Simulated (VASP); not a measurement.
# In3Se (Pm-3m) in VASP: a series of runs, part 2 of 2

VASP 6.6.1. Earlier steps stand in the parts before.

## Step 4: Single point, PBEsol

This run uses another cell than the first one, of 27.71 Å³/atom, 1.042 times its volume.

File INCAR:

```
SYSTEM = In3Se
PREC = Accurate
ENCUT = 520
EDIFF = 1E-7
ISMEAR = -1
SIGMA = 0.05
LREAL = .False.
LASPH = .True.
NELM = 80
ALGO = Normal
ISIF = 2
LWAVE = .False.
LCHARG = .False.
GGA = PS
NBANDS = 30
```

File KPOINTS:

```
Automatic mesh
0
Gamma
  6 6 6
  0 0 0
```

File POSCAR:

```
In3Se
1.0
    4.8037580000      0.0000000000      0.0000000000
    0.0000000000      4.8037580000      0.0000000000
    0.0000000000      0.0000000000      4.8037580000
In Se
3 1
Direct
    0.5000000000      0.5000000000      0.0000000000
    0.5000000000      0.0000000000      0.5000000000
    0.0000000000      0.5000000000      0.5000000000
    0.0000000000      0.0000000000      0.0000000000
```

Potentials or basis: VASP PAW PBE potentials, release 64 (In_d, Se).

On the command line:

```bash
$ cat potpaw_PBE.64/In_d/POTCAR potpaw_PBE.64/Se/POTCAR > POTCAR
$ mpirun -np 1 vasp_std > vasp.out
```

OUTCAR:

```text
SYSTEM = In3Se
   PREC = Accurate
   ENCUT = 520
   EDIFF = 1E-7
   ISMEAR = -1
   LREAL = .False.
   LASPH = .True.
   NELM = 80
   ISIF = 2
   GGA = PS

 ion  position               nearest neighbor table
   1  0.500  0.500  0.000-   2 3.40   3 3.40   4 3.40   2 3.40   3 3.40   2 3.40   4 3.40   2 3.40
                             3 3.40   4 3.40   3 3.40   4 3.40
   2  0.500  0.000  0.500-   1 3.40   3 3.40   4 3.40   1 3.40   4 3.40   1 3.40   3 3.40   1 3.40
                             3 3.40   4 3.40   4 3.40   3 3.40
   3  0.000  0.500  0.500-   1 3.40   2 3.40   4 3.40   1 3.40   4 3.40   2 3.40   4 3.40   4 3.40
                             1 3.40   2 3.40   1 3.40   2 3.40
   4  0.000  0.000  0.000-   1 3.40   2 3.40   3 3.40   2 3.40   3 3.40   1 3.40   3 3.40   3 3.40
                             1 3.40   2 3.40   2 3.40   1 3.40

  LATTYP: Found a simple cubic cell.
 ALAT       =     4.8037580000

  Lattice vectors:

 A1 = (   4.8037580000,   0.0000000000,   0.0000000000)
 A2 = (   0.0000000000,   4.8037580000,   0.0000000000)
 A3 = (   0.0000000000,   0.0000000000,   4.8037580000)

Analysis of symmetry for initial positions (statically):
=====================================================================
 Subroutine PRICEL returns:
 Original cell was already a primitive cell.

 Routine SETGRP: Setting up the symmetry group for a
 simple cubic supercell.

 Subroutine GETGRP returns: Found 48 space group operations
 (whereof 48 operations were pure point group operations)
 out of a pool of 48 trial point group operations.

The static configuration has the point symmetry O_h .

Analysis of symmetry for dynamics (positions and initial velocities):
=====================================================================
 Subroutine PRICEL returns:
 Original cell was already a primitive cell.

[... 121 lines left out ...]
   ISMEAR =    -1;   SIGMA  =   0.05  broadening in eV -4-tet -1-fermi 0-gaus
   EFERMI_NEDOS =   21; number of points for ismear=-14 and -15
   IALGO  =     38    algorithm
   IMIX   =      4    mixing-type and parameters
     AMIX     =   0.40;   BMIX     =  1.00
     AMIX_MAG =   1.60;   BMIX_MAG =  1.00
  volume/ion in A,a.u.               =      27.71       187.02
  Fermi-wavevector in a.u.,A,eV,Ry     =   1.212173  2.290675 19.991897  1.469363
  Thomas-Fermi vector in A             =   2.347665
   LORBIT       =      0    0 simple, 1 ext, 2 COOP (PROOUT), +10 PAW based schemes
   GGA     = PS    functional components
   LHFCALC =     F    Hartree Fock is set to
   AEXX    =    0.0000 exact exchange contribution
   IVDW    =     0    specifies the selected vdW correction
   LEPSILON=     F    determine dielectric tensor
   LRPA    =     F    only Hartree local field effects (RPA)
 non-spin polarized calculation
  energy-cutoff  :      520.00
  volume of cell :      110.85
 maximum number of plane-waves:      3016
 NGX is ok and might be reduce to    36
   NGX = 17   NGY = 17   NGZ = 17

 number of electron      45.0000024 magnetization

 Free energy of the ion-electron system (eV)
  ---------------------------------------------------
  ext. energy  EPLUGINS =         0.00000000
  ---------------------------------------------------
  free energy    TOTEN  =       -13.15899823 eV

  energy without entropy =      -13.14652792  energy(sigma->0) =      -13.15276307

 E-fermi :   5.8626     XC(G=0):  -9.8996

 val. band max:        5.6859371971   @ k =   0.5000   0.0000   0.0000
 cond. band min:       5.9082282934   @ k =   0.5000   0.1667   0.0000
 fundamental gap:      0.2222910962
 Fermi energy:         5.8625619226

 k-point     1 :       0.0000    0.0000    0.0000
  band No.  band energies     occupation
      1      -8.8956      2.00000
      2      -8.8899      2.00000
      3      -8.8899      2.00000
      4      -8.8899      2.00000
      5      -8.7703      2.00000
      6      -8.7703      2.00000
[... 649 lines left out ...]
     29      13.7474      0.00000
     30      14.0880      0.00000

------------------------ aborting loop because EDIFF is reached ----------------------------------------

  FORCE on cell =-STRESS in cart. coord.  units (eV):
  Direction    XX          YY          ZZ          XY          YZ          ZX
  --------------------------------------------------------------------------------------
  -------------------------------------------------------------------------------------
  Total       -2.0610755     -2.0610755     -2.0610755     -0.0000000     -0.0000000      0.0000000
  in kB      -29.7893569    -29.7893569    -29.7893569     -0.0000000     -0.0000000      0.0000000
  external PRESSURE =     -29.7893569 kB  Pullay stress =       0.0000000 kB

 VOLUME and BASIS-vectors are now :
 -----------------------------------------------------------------------------
  energy-cutoff  :      520.00
  volume of cell :      110.85
      direct lattice vectors                 reciprocal lattice vectors
     4.803758000  0.000000000  0.000000000     0.208170353  0.000000000  0.000000000
     0.000000000  4.803758000  0.000000000     0.000000000  0.208170353  0.000000000
     0.000000000  0.000000000  4.803758000     0.000000000  0.000000000  0.208170353

 POSITION                                       TOTAL-FORCE (eV/Angst)
 -----------------------------------------------------------------------------------
      2.40188      2.40188      0.00000         0.000000      0.000000      0.000000
      2.40188      0.00000      2.40188         0.000000      0.000000      0.000000
      0.00000      2.40188      2.40188         0.000000      0.000000      0.000000
      0.00000      0.00000      0.00000         0.000000      0.000000      0.000000
 -----------------------------------------------------------------------------------
    total drift:                                0.000000      0.000000      0.000000

  FREE ENERGIE OF THE ION-ELECTRON SYSTEM (eV)
  ---------------------------------------------------
  free  energy   TOTEN  =       -13.1589982269 eV

  energy  without entropy=      -13.1465279168  energy(sigma->0) =      -13.15276307
```

OSZICAR:

```text
N       E                     dE             d eps       ncg     rms          rms(c)
DAV:   1     0.405006785833E+03    0.40501E+03   -0.21264E+04  1200   0.185E+03
DAV:   2     0.279587621858E+02   -0.37705E+03   -0.36853E+03  1206   0.449E+02
DAV:   3    -0.115654376323E+02   -0.39524E+02   -0.38221E+02  1514   0.160E+02
DAV:   4    -0.134050357776E+02   -0.18396E+01   -0.18346E+01  1408   0.360E+01
DAV:   5    -0.134814041074E+02   -0.76368E-01   -0.76364E-01  1722   0.643E+00    0.392E+00
DAV:   6    -0.131691773069E+02    0.31223E+00   -0.95158E-01  1698   0.898E+00    0.224E+00
DAV:   7    -0.131642059353E+02    0.49714E-02   -0.14348E-01  1408   0.203E+00    0.884E-01
DAV:   8    -0.131597537103E+02    0.44522E-02   -0.11714E-02  1630   0.603E-01    0.257E-01
DAV:   9    -0.131590202397E+02    0.73347E-03   -0.33416E-03  1658   0.325E-01    0.109E-01
DAV:  10    -0.131589921102E+02    0.28130E-04   -0.41738E-04  1640   0.203E-01    0.439E-02
DAV:  11    -0.131589998467E+02   -0.77365E-05   -0.49862E-05  1454   0.400E-02    0.117E-02
DAV:  12    -0.131589981657E+02    0.16810E-05   -0.31134E-06  1796   0.145E-02    0.479E-03
DAV:  13    -0.131589982269E+02   -0.61202E-07   -0.61642E-08   934   0.247E-03
   1 F= -.13158998E+02 E0= -.13152763E+02  d E =-.124703E-01
```

stdout:

```text
POSCAR found type information on POSCAR InSe
 POSCAR found :  2 types and       4 ions
 scaLAPACK will be used
 -----------------------------------------------------------------------------
|                                                                             |
|                                                                             |
|     You enforced a specific xc type in the INCAR file but a different       |
|     I HOPE YOU KNOW WHAT YOU ARE DOING!                                     |
|                                                                             |
 -----------------------------------------------------------------------------

 LDA part: xc-table for (Slater+PW92), standard interpolation
 POSCAR, INCAR and KPOINTS ok, starting setup
 FFT: planning ... GRIDC
 FFT: planning ... GRID_SOFT
 FFT: planning ... GRID
 WAVECAR not read
 entering main loop
```

It took 34 s on 1 thread of AMD EPYC 9R45 (Zen 5), shared host; peak memory 0.19 GiB.

What came out:

```
Free energy : -13.1590 eV
Pressure    : -3.0 GPa
```

Levels at points of the mesh, in eV from the Fermi level:
```tsv
k point	band 18	band 19	band 20	band 21	band 22	band 23	band 24	band 25	band 26	band 27
(0.00, 0.00, 0.00)	-3.32	-3.32	-3.32	-2.32	-2.32	1.06	1.06	1.06	4.09	4.09
(0.50, 0.00, 0.00)	-5.04	-2.50	-2.50	-1.77	-1.10	-0.18	-0.18	1.30	3.61	3.67
(0.50, 0.50, 0.00)	-5.97	-5.77	-2.00	-0.95	-0.76	-0.76	1.30	1.69	1.69	1.80
(0.50, 0.50, 0.50)	-4.42	-4.42	-4.23	-4.23	-4.23	-3.26	2.93	2.93	2.93	7.82
```

Caveat: the PAW data sets were made with another functional, which shifts forces and pressure a little; spin-orbit coupling is left out, which moves the levels of the heavy elements.

## Step 5: Single point, PBEsol

This run uses another cell than the first one, of 28.27 Å³/atom, 1.062 times its volume.

File INCAR:

```
PREC = Accurate
ENCUT = 520
EDIFF = 1E-6
ISMEAR = -1
SIGMA = 0.05
LREAL = F
LASPH = T
NELM = 100
ALGO = Normal
ISIF = 2
LWAVE = F
LCHARG = F
GGA = PS
NBANDS = 30
```

File KPOINTS:

```
regular mesh
0
Gamma
  6 6 6
```

File POSCAR:

```
In3Se
1.0
    4.8355718940      0.0000000000      0.0000000000
    0.0000000000      4.8355718940      0.0000000000
    0.0000000000      0.0000000000      4.8355718940
In Se
3 1
Direct
    0.5000000000      0.5000000000      0.0000000000
    0.5000000000      0.0000000000      0.5000000000
    0.0000000000      0.5000000000      0.5000000000
    0.0000000000      0.0000000000      0.0000000000
```

On the command line:

```bash
$ cat potpaw_PBE.64/In_d/POTCAR potpaw_PBE.64/Se/POTCAR > POTCAR
$ mpirun -np 1 vasp_std > vasp.out
```

Wall time 32 s (1 thread of AMD EPYC 9R45 (Zen 5), shared host); peak memory 0.19 GiB.

Results (log left out):

```yaml
Free_energy: -13.1151 eV
Pressure: -3.5 GPa
```

Levels at points of the mesh, in eV from the Fermi level:
```csv
k point,band 20,band 21,band 22,band 23,band 24,band 25
"(0.00, 0.00, 0.00)",-3.24,-2.35,-2.35,1.05,1.05,1.05
"(0.50, 0.00, 0.00)",-2.44,-1.83,-1.08,-0.15,-0.15,1.33
"(0.50, 0.50, 0.00)",-1.95,-0.92,-0.79,-0.79,1.26,1.70
"(0.50, 0.50, 0.50)",-4.12,-4.12,-4.12,-3.19,2.87,2.87
```

Caveat: the PAW data sets were made with another functional, which shifts forces and pressure a little; spin-orbit coupling is left out, which moves the levels of the heavy elements.

## Step 6: Overview

| cell | gap on the mesh (eV) | pressure (GPa) |
| --- | --- | --- |
| a = 4.739 Å, 4 atoms | none | -1.7 |
| a = 4.772 Å, 4 atoms | none | -2.4 |
| a = 4.804 Å, 4 atoms | none | -3.0 |
| a = 4.836 Å, 4 atoms | none | -3.5 |

Alike in all rows: task single point; level PBEsol; potentials or basis VASP PAW PBE potentials, release 64 (In_d, Se); no spin polarisation; k mesh 6 × 6 × 6; cutoff (eV) 520; smearing fermi-dirac 0.05 eV.

Caveats: the PAW data sets were made with another functional, which shifts forces and pressure a little; spin-orbit coupling is left out, which moves the levels of the heavy elements.

Absolute energies hang on the potentials; compare differences alone.
